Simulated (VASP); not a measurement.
Wanted: the native input for a VASP 6.6.1 run.

```
Task                   : single point
Functional             : PBE
Potentials or basis    : VASP PAW PBE potentials, release 64 (Sr_sv, O)
Cutoff                 : 520 eV
k mesh                 : 12 × 12 × 12
Occupations            : gaussian, width 0.05 eV
Spin                   : no spin polarisation
Dipole correction      : no
Further INCAR settings : ALGO = Normal; EDIFF = 1e-07; NBANDS = 15
```

The structure of SrO lies in POSCAR:

```
SrO
1.0
    0.0000000000      2.6316946200      2.6316946200
    2.6316946200      0.0000000000      2.6316946200
    2.6316946200      2.6316946200      0.0000000000
Sr O
1 1
Direct
    0.5000000000      0.5000000000      0.5000000000
    0.0000000000      0.0000000000      0.0000000000
```

This cell differs from its parent crystal: volume scaled by 1.040.

One way to write it, as run:

INCAR

```
ALGO = Normal ; EDIFF = 1E-7
ENCUT = 520 ; GGA = PE
ISIF = 2 ; ISMEAR = 0
LASPH = T ; LCHARG = F
LREAL = F ; LWAVE = F
NBANDS = 15 ; NELM = 80
PREC = Accurate ; SIGMA = 0.05
```

KPOINTS

```
k-points
0
Gamma
  12 12 12
```

Potentials or basis: VASP PAW PBE potentials, release 64 (Sr_sv, O).

Run with:

```sh
$ cat potpaw_PBE.64/Sr_sv/POTCAR potpaw_PBE.64/O/POTCAR > POTCAR
$ mpirun -np 1 vasp_std > vasp.out
```

It gave:

```
Pressure               : -2.6 GPa
Band gap on the k mesh : 3.29 eV, indirect (least direct gap 3.42 eV)
```

Wall time 84 s on 1 thread of AMD EPYC 7R13 (shared host), peak memory 0.15 GiB.
